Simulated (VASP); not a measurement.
The system is TaHg2.

```
CELL_PARAMETERS angstrom
3.43331 0.00000 0.00000
-1.71666 2.97334 0.00000
0.00000 0.00000 7.35916
ATOMIC_POSITIONS crystal
Ta 0.00000 0.00000 0.00000
Hg 0.33333 0.66667 0.33029
Hg 0.66667 0.33333 0.66971
```

The cell was generated, and may not be a known phase.

```yaml
Program: VASP 6.6.1
Task: relaxation of cell and atoms
Functional: PBE
Potentials_or_basis: VASP PAW PBE potentials, release 64 (Ta_pv, Hg)
Cutoff: 600 eV
k_mesh: 6 × 6 × 4
Occupations: gaussian, width 0.1 eV
Spin: no spin polarisation
```

At the start: pressure -13.0 GPa; volume 25.04 Å³/atom.

**Question.** How do energy, volume and symmetry change on relaxing?

**Answer.** Over 12 steps the energy falls by 275.4 meV/atom and the volume is 20.54 Å³/atom (-18.0 %); space group P-3m1 (No. 164, to 0.1 Å) before and after.

Step by step:
```
step  energy change (eV)  largest force (eV/Å)  pressure (GPa)  volume (Å³)
   1              0.0000                0.5380          -13.03        75.13
   2             -0.4130                0.4788           17.73        55.07
   3             -0.7170                0.0220            0.21        61.62
   4             -0.7172                0.0072            0.69        61.37
   5             -0.7868                0.1050            0.87        61.00
   6             -0.7971                0.2374            2.69        60.13
   7             -0.8147                0.1799            1.64        60.56
   8             -0.8148                0.1861            1.70        60.52
   9             -0.8161                0.2004           -1.96        62.62
  10             -0.8216                0.1907           -0.30        61.61
  11             -0.8248                0.1011           -0.14        61.61
  12             -0.8262                0.0006            0.06        61.61
```

Final structure:
```yaml
crystal:
  lattice:
    - [3.08529, 0.00000, 0.00000]
    - [-1.54265, 2.67194, 0.00000]
    - [0.00000, 0.00000, 7.47407]
  atoms:
    - { symbol: Ta, position: [0.00000, 0.00000, 0.00000] }
    - { symbol: Hg, position: [0.33333, 0.66667, 0.32353] }
    - { symbol: Hg, position: [0.66667, 0.33333, 0.67647] }
```

Caveat: the volume moved by over 15 % at a fixed basis, so the end points are rough.
